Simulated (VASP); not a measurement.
Here is a VASP 6.6.1 calculation.

File POSCAR:

```
W
1.0
   -1.5851577801      1.5851577801      1.5851577801
    1.5851577801     -1.5851577801      1.5851577801
    1.5851577801      1.5851577801     -1.5851577801
W
1
Direct
    0.0000000000      0.0000000000      0.0000000000
```

INCAR.step1

```
SYSTEM = W
PREC = Accurate
ENCUT = 550
ISMEAR = 0
SIGMA = 0.1
LREAL = .False.
LASPH = .True.
NELM = 120
NBANDS = 13
GGA = PE
ALGO = Normal
EDIFF = 1E-5
LWAVE = .True.
LCHARG = .False.
GGA_COMPAT = .False.
```

Contents of INCAR.step2:

```
SYSTEM = W
PREC = Accurate
ENCUT = 550
EDIFF = 1E-6
ISMEAR = 0
SIGMA = 0.1
LREAL = .False.
LASPH = .True.
NELM = 120
ALGO = Normal
ISIF = 2
LWAVE = .False.
LCHARG = .True.
METAGGA = R2SCAN
LMIXTAU = .True.
LELF = .True.
LVHAR = .True.
NBANDS = 13
ISTART = 1
GGA_COMPAT = .False.
```

The input KPOINTS:

```
regular mesh
0
Gamma
  8 8 8
  0 0 0
```

Potentials or basis: VASP PAW PBE potentials, release 64 (W_sv).

Launch:

```console
$ cat potpaw_PBE.64/W_sv/POTCAR > POTCAR
$ cp INCAR.step1 INCAR
$ mpirun -np 1 vasp_std > vasp.out
$ cp INCAR.step2 INCAR
$ mpirun -np 1 vasp_std > vasp.out
```

Problem. Estimate the pressure.

Solution. 1.0 GPa.

Problem. Predict the band gap on the k mesh.

Solution. Zero (bands 7 and 8 overlap by 6.58 eV).

Caveat: the PAW data sets were made with another functional, which shifts forces and pressure a little; spin-orbit coupling is left out, which moves the levels of the heavy elements.
